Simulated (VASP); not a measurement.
Runs of VASP 6.6.1 on GaN. The structure is that of space group P6_3mc (No. 186), or close to it. The cells are those of the table. 

```tsv
task	level	cell	cutoff (eV)	gap on the mesh (eV)	pressure (GPa)	relaxed volume (Å³/atom)	largest force (eV/Å)
single point	RPBE	a = 3.244, b = 3.244, c = 5.283 Å, angles 90.0, 90.0, 120.0°, 4 atoms	520	1.62	-0.1	-	-
relaxation of cell and atoms	RPBE	relaxed from a = 3.180, b = 3.180, c = 5.166 Å, angles 90.0, 90.0, 120.0°, 4 atoms	600	1.62	-0.1	12.03	-
relaxation of cell and atoms	r2SCAN+D4	relaxed from a = 3.180, b = 3.180, c = 5.166 Å, angles 90.0, 90.0, 120.0°, 4 atoms	600	2.37	0.0	11.32	0.01
relaxation of cell and atoms	PBE+D3(BJ)	relaxed from a = 3.180, b = 3.180, c = 5.166 Å, angles 90.0, 90.0, 120.0°, 4 atoms	600	1.85	0.0	(b)	-
relaxation of cell and atoms	PBEsol	relaxed from a = 3.180, b = 3.180, c = 5.166 Å, angles 90.0, 90.0, 120.0°, 4 atoms	600	(a)	0.0	11.35	0.01
```

Alike in all rows: potentials or basis VASP PAW PBE potentials, release 64 (Ga_d, N); no spin polarisation; k mesh 12 × 12 × 4; smearing gaussian 0.01 eV.

Question: Estimate the missing entries.

Answer: (a) 1.91; (b) 11.51.

Caveats: the PAW data sets were made with another functional, which shifts forces and pressure a little (some runs).

A k mesh can miss the band edges, and the runs leave out spin-orbit coupling on Ga.
